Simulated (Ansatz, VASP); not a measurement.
**Two plane-wave programs on H2Os**

```xyz
3
Lattice="2.5699 0.0000 0.0000 0.0000 2.5699 0.0000 0.0000 0.0000 4.5936" Properties=species:S:1:pos:R:3 pbc="T T T"
H     1.2850    1.2850    0.9358
H     1.2850    1.2850    3.6578
Os    0.0000    0.0000    0.0000
```

Change from the starting cell: species swapped into the Ga2Cu type (P4/mmm, No. 123).

Alike in both runs: functional PBE; k mesh 8 × 8 × 4; occupations gaussian, width 0.1 eV; no spin polarisation.

Ansatz relaxed the structure, and its values are those at the end. VASP's run is a single point on that final structure, the one shown.

|  | VASP | Ansatz |
| --- | --- | --- |
| version | VASP 6.6.1 | Ansatz 0.2.0 |
| potentials or method | VASP PAW PBE potentials, release 64 (H, Os_sv_GW), cutoff 560 eV | scalar-relativistic, plane waves, PAW |
| valence electrons in the cell | 18 | 18 |

```tsv
	VASP	Ansatz	Ansatz less VASP
gap on the k mesh at the Fermi level (eV)	none	none	-
pressure (GPa)	-0.6	0.2	+0.72
```

A gap of «none» marks a metal or a gap that the smearing closes.

Spin-orbit coupling is off throughout.
